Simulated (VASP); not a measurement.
Set up this calculation in VASP 6.6.1, as the native input.

```
Task                   : single point
Functional             : r2SCAN
Dispersion             : rVV10
Potentials or basis    : VASP PAW PBE potentials, release 64 (Ga_d)
Cutoff                 : 520 eV
k mesh                 : 6 × 6 × 4
Occupations            : gaussian, width 0.1 eV
Spin                   : no spin polarisation
Dipole correction      : no
Further INCAR settings : ALGO = Normal; EDIFF = 1e-07; NBANDS = 34
```

Crystal: Ga.

```
Ga
1.0
     2.21602   -3.79899    0.00000
     2.21602    3.79899    0.00000
     0.00000    0.00000    4.55550
Ga
4
Direct
  0.65570 0.34430 0.41540
  0.84430 0.15570 0.91540
  0.34430 0.65570 0.58460
  0.15570 0.84430 0.08460
```

The input as run:

POSCAR

```
Ga
1.0
    2.2160233300     -3.7989918400      0.0000000000
    2.2160233300      3.7989918400      0.0000000000
    0.0000000000      0.0000000000      4.5555035300
Ga
4
Direct
    0.6556957200      0.3443042800      0.4154013900
    0.8443042800      0.1556957200      0.9154013900
    0.3443042800      0.6556957200      0.5845986100
    0.1556957200      0.8443042800      0.0845986100
```

INCAR.step1

```
SYSTEM = Ga
ALGO = Normal
EDIFF = 1E-4
ENCUT = 520
GGA = PE
ISMEAR = 0
LASPH = .TRUE.
LCHARG = .FALSE.
LREAL = .FALSE.
LWAVE = .TRUE.
NBANDS = 34
NELM = 80
PREC = Accurate
SIGMA = 0.1
```

INCAR.step2

```
SYSTEM = Ga
ALGO = Normal
BPARAM = 11.95
CPARAM = 0.0093
EDIFF = 1E-7
ENCUT = 520
ISIF = 2
ISMEAR = 0
ISTART = 1
IVDW_NL = 2
LASPH = .TRUE.
LCHARG = .FALSE.
LMIXTAU = .TRUE.
LREAL = .FALSE.
LUSE_VDW = .TRUE.
LWAVE = .FALSE.
METAGGA = R2SCAN
NBANDS = 34
NELM = 80
PREC = Accurate
SIGMA = 0.1
```

KPOINTS

```
k-points
0
G
  6 6 4
  0 0 0
```

Potentials or basis: VASP PAW PBE potentials, release 64 (Ga_d).

Launch:

```console
$ cat potpaw_PBE.64/Ga_d/POTCAR > POTCAR
$ cp INCAR.step1 INCAR
$ mpirun -np 1 vasp_std > vasp.out
$ cp INCAR.step2 INCAR
$ mpirun -np 1 vasp_std > vasp.out
```

Results of the run:

```json
{
  "Pressure": "-0.9 GPa",
  "Largest force": "0.028 eV/Å",
  "Band gap on the k mesh": "zero (band 26 reaches 5.36 eV, above the bottom of band 27 at 4.36 eV)"
}
```

Caveat: the PAW data sets were made with another functional, which shifts forces and pressure a little.

Run time: 5.9 min on 1 thread of Intel(R) Xeon(R) Platinum 8259CL CPU @ 2.50GHz (Skylake/Cascade Lake) (shared host), peak memory 0.43 GiB.
